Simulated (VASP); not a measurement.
The system is Hf.

```
Hf
1.0
     3.19670    0.00000    0.00000
    -1.59835    2.76842    0.00000
     0.00000    0.00000    5.05780
Hf
2
Direct
  0.33333 0.66667 0.25000
  0.66667 0.33333 0.75000
```

* Program: VASP 6.6.1
* Task: relaxation of cell and atoms
* Functional: PBEsol
* Potentials or basis: VASP PAW PBE potentials, release 64 (Hf_pv)
* Cutoff: 600 eV
* k mesh: 8 × 8 × 5
* Occupations: fermi-dirac, width 0.05 eV
* Spin: no spin polarisation

At the start: pressure -4.0 GPa; volume 22.38 Å³/atom.

How do energy, volume and symmetry change on relaxing?

Over 3 steps the energy falls by 10.5 meV/atom and the volume is 21.58 Å³/atom (-3.6 %); space group P6_3/mmc (No. 194, to 0.05 Å).

The path:
| step | energy change (eV) | largest force (eV/Å) | pressure (GPa) | volume (Å³) |
| --- | --- | --- | --- | --- |
| 1 | 0.0000 | 0.0000 | -4.03 | 44.76 |
| 2 | 0.0128 | 0.0000 | 5.78 | 41.21 |
| 3 | -0.0210 | 0.0000 | -0.05 | 43.16 |

Final structure:
```
Hf
1.0
     3.15915    0.00000    0.00000
    -1.57957    2.73590    0.00000
     0.00000    0.00000    4.99329
Hf
2
Direct
  0.33333 0.66667 0.25000
  0.66667 0.33333 0.75000
```

Caveat: the PAW data sets were made with another functional, which shifts forces and pressure a little.
